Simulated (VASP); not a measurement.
# KF (Pm-3m) in VASP: a series of runs

KF is run at these levels: PBEsol, PBE, r2SCAN; tasks: vibrations by perturbation theory, dielectric tensor.

Everything below comes from runs of VASP 6.6.1. Logs are shortened: lines on timing, memory, paths and dates and some standing lists are left out, and cuts for length are marked.

## Step 1: The cell of the first run

It takes space group Pm-3m (No. 221, cubic). The conventional cell has a = 3.176 Å, b = 3.176 Å, c = 3.176 Å, α = 90.00°, β = 90.00°, γ = 90.00°. K (site symmetry m-3m) has 8 F at 2.75 Å and 6 K at 3.18 Å within 3.6 Å. F (site symmetry m-3m) has 8 K at 2.75 Å and 6 F at 3.18 Å within 3.6 Å.

## Step 2: Vibrations by perturbation theory, PBEsol

INCAR

```
PREC = Accurate
ENCUT = 520
EDIFF = 1E-8
ISMEAR = 0
SIGMA = 0.01
LREAL = F
LASPH = T
NELM = 80
ALGO = Normal
ISIF = 2
LWAVE = F
LCHARG = T
GGA = PS
NBANDS = 15
IBRION = 8
NSW = 1
LEPSILON = T
```

KPOINTS

```
regular mesh
0
Gamma
  6 6 6
```

POSCAR

```
KF
1.0
    3.1764638428      0.0000000000      0.0000000000
    0.0000000000      3.1764638428      0.0000000000
    0.0000000000      0.0000000000      3.1764638428
K F
1 1
Direct
    0.0000000000      0.0000000000      0.0000000000
    0.5000000000      0.5000000000      0.5000000000
```

Potentials or basis: VASP PAW PBE potentials, release 64 (K_sv, F).

The run is started by

```bash
$ cat potpaw_PBE.64/K_sv/POTCAR potpaw_PBE.64/F/POTCAR > POTCAR
$ mpirun -np 1 vasp_std > vasp.out
```

OUTCAR:

```text
PREC = Accurate
   ENCUT = 520
   EDIFF = 1E-8
   ISMEAR = 0
   LREAL = F
   LASPH = T
   NELM = 80
   ISIF = 2
   GGA = PS
   IBRION = 8
   NSW = 1
   LEPSILON = T

 ion  position               nearest neighbor table
   1  0.000  0.000  0.000-   2 2.75   2 2.75   2 2.75   2 2.75   2 2.75   2 2.75   2 2.75   2 2.75

   2  0.500  0.500  0.500-   1 2.75   1 2.75   1 2.75   1 2.75   1 2.75   1 2.75   1 2.75   1 2.75

  LATTYP: Found a simple cubic cell.
 ALAT       =     3.1764638428

  Lattice vectors:

 A1 = (   3.1764638428,   0.0000000000,   0.0000000000)
 A2 = (   0.0000000000,   3.1764638428,   0.0000000000)
 A3 = (   0.0000000000,   0.0000000000,   3.1764638428)

Analysis of symmetry for initial positions (statically):
=====================================================================
 Subroutine PRICEL returns:
 Original cell was already a primitive cell.

 Routine SETGRP: Setting up the symmetry group for a
 simple cubic supercell.

 Subroutine GETGRP returns: Found 48 space group operations
 (whereof 48 operations were pure point group operations)
 out of a pool of 48 trial point group operations.

The static configuration has the point symmetry O_h .

Analysis of symmetry for dynamics (positions and initial velocities):
=====================================================================
 Subroutine PRICEL returns:
 Original cell was already a primitive cell.

 Routine SETGRP: Setting up the symmetry group for a
 simple cubic supercell.

 Subroutine GETGRP returns: Found 48 space group operations
 (whereof 48 operations were pure point group operations)
 out of a pool of 48 trial point group operations.

The dynamic configuration has the point symmetry O_h .

 Subroutine INISYM returns: Found 48 space group operations
 (whereof 48 operations are pure point group operations),
 and found     1 'primitive' translations

----------------------------------------------------------------------------------------
[... 586 lines left out ...]

 MACROSCOPIC STATIC DIELECTRIC TENSOR (including local field effects in DFT)
 ------------------------------------------------------
           2.219213     0.000000     0.000000
          -0.000000     2.219213     0.000000
           0.000000     0.000000     2.219213
 ------------------------------------------------------

 PIEZOELECTRIC TENSOR (including local field effects)  for field in x, y, z        (e  Angst)
          XX          YY          ZZ          XY          YZ          ZX
  --------------------------------------------------------------------------------
  x     0.00000     0.00000     0.00000     0.00000     0.00000     0.00000
  y     0.00000     0.00000     0.00000     0.00000     0.00000     0.00000
  z     0.00000     0.00000     0.00000     0.00000     0.00000     0.00000

 PIEZOELECTRIC TENSOR (including local field effects)  for field in x, y, z        (C/m^2)
          XX          YY          ZZ          XY          YZ          ZX
  --------------------------------------------------------------------------------
  x     0.00000     0.00000     0.00000     0.00000     0.00000     0.00000
  y     0.00000     0.00000     0.00000     0.00000     0.00000     0.00000
  z     0.00000     0.00000     0.00000     0.00000     0.00000     0.00000

 BORN EFFECTIVE CHARGES (including local field effects) (in |e|, cummulative output)
 ---------------------------------------------------------------------------------
 ion    1
    1     1.18094    -0.00000    -0.00000
    2     0.00000     1.18094     0.00000
    3    -0.00000    -0.00000     1.18094
 ion    2
    1    -1.18094     0.00000     0.00000
    2     0.00000    -1.18094    -0.00000
    3     0.00000     0.00000    -1.18094

 INTERNAL STRAIN TENSOR FOR ION    2 for displacements in x,y,z  (eV/Angst):
          X           Y           Z          XY          YZ          ZX
  --------------------------------------------------------------------------------
  x     0.00000     0.00000     0.00000     0.00000     0.00000     0.00000
  y     0.00000     0.00000     0.00000     0.00000     0.00000     0.00000
  z     0.00000     0.00000     0.00000     0.00000     0.00000     0.00000

 SECOND DERIVATIVES (NOT SYMMETRIZED)
 ------------------------------------
               1X          1Y          1Z          2X          2Y          2Z
  1X    -1.067044    0.000000    0.000000    1.067044   -0.000000   -0.000000
  1Y     0.000000   -1.067044   -0.000000   -0.000000    1.067044    0.000000
  1Z     0.000000    0.000000   -1.067044   -0.000000   -0.000000    1.067044
  2X     1.075463   -0.000000    0.000000   -1.075463    0.000000    0.000000
  2Y    -0.000000    1.075463    0.000000    0.000000   -1.075463   -0.000000
  2Z    -0.000000   -0.000000    1.075463    0.000000    0.000000   -1.075463

 Eigenvectors and eigenvalues of the dynamical matrix
 ----------------------------------------------------

   1 f  =    4.528293 THz    28.452103 2PiTHz  151.047589 cm-1    18.727506 meV
             X         Y         Z           dx          dy          dz
      0.000000  0.000000  0.000000     0.570337   -0.000000    0.000000
      1.588232  1.588232  1.588232    -0.821411    0.000000    0.000000
[... 21 lines left out ...]
   6 f/i=    0.008337 THz     0.052380 2PiTHz    0.278078 cm-1     0.034477 meV
             X         Y         Z           dx          dy          dz
      0.000000  0.000000  0.000000    -0.000000   -0.000000    0.821411
      1.588232  1.588232  1.588232     0.000000    0.000000    0.570337

--------------------------------------------------------------------------------------------------------

 MACROSCOPIC STATIC DIELECTRIC TENSOR IONIC CONTRIBUTION
 ------------------------------------------------------
           7.350173     0.000000     0.000000
          -0.000000     7.350173     0.000000
           0.000000     0.000000     7.350173
 ------------------------------------------------------

 ELASTIC MODULI CONTR FROM IONIC RELAXATION (kBar)
 Direction    XX          YY          ZZ          XY          YZ          ZX
 --------------------------------------------------------------------------------
 XX           0.0000      0.0000      0.0000      0.0000      0.0000      0.0000
 YY           0.0000      0.0000      0.0000      0.0000      0.0000      0.0000
 ZZ           0.0000      0.0000      0.0000      0.0000      0.0000      0.0000
 XY           0.0000      0.0000      0.0000      0.0000      0.0000      0.0000
 YZ           0.0000      0.0000      0.0000      0.0000      0.0000      0.0000
 ZX           0.0000      0.0000      0.0000      0.0000      0.0000      0.0000
 --------------------------------------------------------------------------------

 PIEZOELECTRIC TENSOR IONIC CONTR  for field in x, y, z        (C/m^2)
          XX          YY          ZZ          XY          YZ          ZX
  --------------------------------------------------------------------------------
  x     0.00000     0.00000     0.00000     0.00000     0.00000     0.00000
  y     0.00000     0.00000     0.00000     0.00000     0.00000     0.00000
  z     0.00000     0.00000     0.00000     0.00000     0.00000     0.00000
```

stdout:

```text
POSCAR found type information on POSCAR K F
 POSCAR found :  2 types and       2 ions
 scaLAPACK will be used
 -----------------------------------------------------------------------------
|                                                                             |
|                                                                             |
[... 39 lines left out ...]
 first order change of Fermi-energy   0.71181E-03
 force on displaced ion       1 direction 1 :  -1.067   0.000   0.000
 Born effective charge ion    1 direction 1 :   1.180   0.000   0.000
 Linear response progress:
 first order change of Fermi-energy   0.13428E-03
 force on displaced ion       2 direction 1 :  -1.075   0.000   0.000
 Born effective charge ion    2 direction 1 :  -1.181   0.000   0.000
 Born effective charges drift removed
 Linear response finished
```

Wall time 2.3 min (1 thread of Intel Xeon 6975P-C (Granite Rapids), shared host); peak memory 0.18 GiB.

What came out:

| Item | Value |
| --- | --- |
| Electronic dielectric tensor (diagonal) | 2.22 |
| Born charges (mean of the diagonal) | K +1.18; F -1.18 e |
| Highest phonon frequency at Γ, LO-TO splitting left out | 151 cm⁻¹ |

Phonon frequencies in cm⁻¹ (negative: imaginary):
```tsv
q point	frequencies
(0.000, 0.000, 0.000)	0 0 0 151 151 151
```

Electronic dielectric tensor:
```
2.22 0.00 0.00
0.00 2.22 0.00
0.00 0.00 2.22
```

Born effective charge tensors (e):
atom 1, K
```
1.18 0.00 0.00
0.00 1.18 0.00
0.00 0.00 1.18
```
atom 2, F
```
-1.18  0.00  0.00
 0.00 -1.18  0.00
 0.00  0.00 -1.18
```

Caveat: the PAW data sets were made with another functional, which shifts forces and pressure a little.

## Step 3: Dielectric tensor, PBE

This run uses another cell than the first one, of 16.06 Å³/atom, 1.002 times its volume.

INCAR

```
SYSTEM = KF
  PREC = Accurate
  ENCUT = 520
  EDIFF = 1E-8
  ISMEAR = 0
  SIGMA = 0.01
  LREAL = .False.
  LASPH = .True.
  NELM = 100
  ALGO = Normal
  ISIF = 2
  LWAVE = .False.
  LCHARG = .False.
  GGA = PE
  LEPSILON = .True.
```

KPOINTS

```
regular mesh
0
Gamma
  6 6 6
  0 0 0
```

POSCAR

```
KF
1.0
    3.1788706666      0.0000000000      0.0000000000
    0.0000000000      3.1788706666      0.0000000000
    0.0000000000      0.0000000000      3.1788706666
K F
1 1
Direct
    0.0000000000      0.0000000000      0.0000000000
    0.5000000000      0.5000000000      0.5000000000
```

Potentials or basis: VASP PAW PBE potentials, release 64 (K_sv, F).

The run is started by

```bash
$ cat potpaw_PBE.64/K_sv/POTCAR potpaw_PBE.64/F/POTCAR > POTCAR
$ mpirun -np 1 vasp_std > vasp.out
```

OUTCAR:

```text
SYSTEM = KF
   PREC = Accurate
   ENCUT = 520
   EDIFF = 1E-8
   ISMEAR = 0
   LREAL = .False.
   LASPH = .True.
   NELM = 100
   ISIF = 2
   GGA = PE
   LEPSILON = .True.

 ion  position               nearest neighbor table
   1  0.000  0.000  0.000-   2 2.75   2 2.75   2 2.75   2 2.75   2 2.75   2 2.75   2 2.75   2 2.75

   2  0.500  0.500  0.500-   1 2.75   1 2.75   1 2.75   1 2.75   1 2.75   1 2.75   1 2.75   1 2.75

  LATTYP: Found a simple cubic cell.
 ALAT       =     3.1788706666

  Lattice vectors:

 A1 = (   3.1788706666,   0.0000000000,   0.0000000000)
 A2 = (   0.0000000000,   3.1788706666,   0.0000000000)
 A3 = (   0.0000000000,   0.0000000000,   3.1788706666)

Analysis of symmetry for initial positions (statically):
=====================================================================
 Subroutine PRICEL returns:
 Original cell was already a primitive cell.

 Routine SETGRP: Setting up the symmetry group for a
 simple cubic supercell.

 Subroutine GETGRP returns: Found 48 space group operations
[... 513 lines left out ...]

 Free energy of the ion-electron system (eV)
  ---------------------------------------------------
  ---------------------------------------------------
  free energy    TOTEN  =        -0.11578133 eV

  energy without entropy =       -0.11578133

------------------------ aborting loop because EDIFF is reached ----------------------------------------

 PIEZOELECTRIC TENSOR FIELD DIRECTION 3  (e Angst)
 -----------------------------------------------------------------------------
     0.00006  0.00000  0.00000           ( -0.00000  0.00000  0.00000)
     0.00000  0.00006 -0.00000           (  0.00000 -0.00000 -0.00000)
    -0.00000 -0.00000 -0.00128           (  0.00000 -0.00000 -0.00003)

 PIEZOELECTRIC TENSOR FIELD DIRECTION 3  (C/m^2)
 -----------------------------------------------------------------------------
     0.00003  0.00000  0.00000
     0.00000  0.00003 -0.00000
    -0.00000 -0.00000 -0.00064

 MACROSCOPIC STATIC DIELECTRIC TENSOR (including local field effects in DFT)
 ------------------------------------------------------
           2.186907     0.000000     0.000000
           0.000000     2.186907     0.000000
          -0.000000     0.000000     2.186907
 ------------------------------------------------------

 PIEZOELECTRIC TENSOR (including local field effects)  for field in x, y, z        (e  Angst)
          XX          YY          ZZ          XY          YZ          ZX
  --------------------------------------------------------------------------------
  x     0.00000     0.00000     0.00000     0.00000     0.00000     0.00000
  y     0.00000     0.00000     0.00000     0.00000     0.00000     0.00000
  z     0.00000     0.00000     0.00000     0.00000     0.00000     0.00000

 PIEZOELECTRIC TENSOR (including local field effects)  for field in x, y, z        (C/m^2)
          XX          YY          ZZ          XY          YZ          ZX
  --------------------------------------------------------------------------------
  x     0.00000     0.00000     0.00000     0.00000     0.00000     0.00000
  y     0.00000     0.00000     0.00000     0.00000     0.00000     0.00000
  z     0.00000     0.00000     0.00000     0.00000     0.00000     0.00000

 BORN EFFECTIVE CHARGES (including local field effects) (in |e|, cummulative output)
 ---------------------------------------------------------------------------------
 ion    1
    1     1.17847     0.00000    -0.00000
    2     0.00000     1.17847     0.00000
    3     0.00000    -0.00000     1.17847
 ion    2
    1    -1.17847     0.00000     0.00000
    2    -0.00000    -1.17847     0.00000
    3     0.00000     0.00000    -1.17847
```

stdout:

```text
POSCAR found type information on POSCAR K F
 POSCAR found :  2 types and       2 ions
 scaLAPACK will be used
 LDA part: xc-table for (Slater+PW92), standard interpolation
 POSCAR, INCAR and KPOINTS ok, starting setup
 FFT: planning ... GRIDC
 FFT: planning ... GRID_SOFT
 FFT: planning ... GRID
 WAVECAR not read
 entering main loop
 Linear response reoptimize wavefunctions to high precision
 Linear response G [H, r] |phi>, progress :
  Direction:   1
 Linear response G [H, r] |phi>, progress :
  Direction:   2
 Linear response G [H, r] |phi>, progress :
  Direction:   3
 Linear response to external field (no local field effect), progress :
  Direction:   1
 dielectric tensor                  component  1 :     2.027    -0.115     0.006
 Linear response to external field (no local field effect), progress :
  Direction:   2
 dielectric tensor                  component  2 :    -0.115     2.255     0.140
 Linear response to external field (no local field effect), progress :
  Direction:   3
 dielectric tensor                  component  3 :     0.006     0.140     2.632
 Linear response to external field, progress :
  Direction:   1
 dielectric tensor                  component  1 :     2.187    -0.048     0.065
 Linear response to external field, progress :
  Direction:   2
 dielectric tensor                  component  2 :    -0.048     2.187     0.065
 Linear response to external field, progress :
  Direction:   3
 dielectric tensor                  component  3 :     0.009     0.009     2.187
 Born effective charges drift removed
```

It took 84 s on 1 thread of Intel Xeon 6975P-C (Granite Rapids), shared host; peak memory 0.17 GiB.

What came out:

| Quantity | Value |
| --- | --- |
| Band gap on the k mesh | 6.80 eV, indirect (least direct gap 6.83 eV) |
| Electronic dielectric tensor (diagonal) | 2.19 |
| Born charges (mean of the diagonal) | K +1.18; F -1.18 e |

Electronic dielectric tensor:
```
2.19 0.00 0.00
0.00 2.19 0.00
0.00 0.00 2.19
```

Born effective charge tensors (e):
atom 1, K
```
1.18 0.00 0.00
0.00 1.18 0.00
0.00 0.00 1.18
```
atom 2, F
```
-1.18  0.00  0.00
 0.00 -1.18  0.00
 0.00  0.00 -1.18
```

A k mesh can miss the band edges. A hybrid or GW would open this gap; PBE tends to underestimate it.

[end of part 1 of 2]
